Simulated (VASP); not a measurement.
NiO: single point with PBE+U

The system is NiO.

```
Ni O
1.0
     0.00000    2.08590    2.08590
     2.08590    0.00000    2.08590
     2.08590    2.08590    0.00000
Ni O
1 1
Direct
  0.00000 0.00000 0.00000
  0.50000 0.50000 0.50000
```

| Property | Result |
| --- | --- |
| Program | VASP 6.6.1 |
| Task | single point |
| Functional | PBE |
| Potentials or basis | VASP PAW PBE potentials, release 64 (Ni, O) |
| Cutoff | 520 eV |
| k mesh | 9 × 9 × 9 |
| Occupations | fermi-dirac, width 0.1 eV |
| Spin | collinear spin, ferromagnetic start |
| Starting moments | [1.5, 0.0] μB |
| Hubbard terms | Ni d U = 5.0 eV |

```json
{"Pressure": "4.8 GPa", "Band gap on the k mesh": "1.92 eV, indirect (least direct gap 2.63 eV)", "Net moment": "2.00 μB per cell", "Site moments": "Ni +1.78; O +0.20 μB", "Valence electrons inside the program's atomic spheres": "Ni 8.99; O 5.03"}
```

Levels at points of the mesh, in eV from the valence-band top:
Spin up:
```tsv
k point	band 6	band 7	band 8	band 9	band 10	band 11	band 12	band 13
(0.00, 0.00, 0.00)	-4.52	-1.66	-1.66	-1.66	2.59	18.23	18.23	18.23
```
Spin down:
```tsv
k point	band 5	band 6	band 7	band 8	band 9	band 10
(0.00, 0.00, 0.00)	-1.26	-1.26	-1.26	1.92	1.92	2.95
```

Eigenvalues of the final occupation matrices:
| site | spin | trace | eigenvalues |
| --- | --- | --- | --- |
| site 1 d | 1 | 5.00 | 0.98 0.98 0.98 1.03 1.03 |
| site 1 d | 2 | 3.24 | 0.15 0.15 0.98 0.98 0.98 |

Run time: 12 s on 1 thread of Intel(R) Xeon(R) Platinum 8481C CPU @ 2.70GHz (Sapphire Rapids), with other jobs on the host, peak memory 0.16 GiB.

Caveat: a cell with one magnetic atom can't hold antiferromagnetic order, which such compounds often take. A k mesh can miss the band edges.
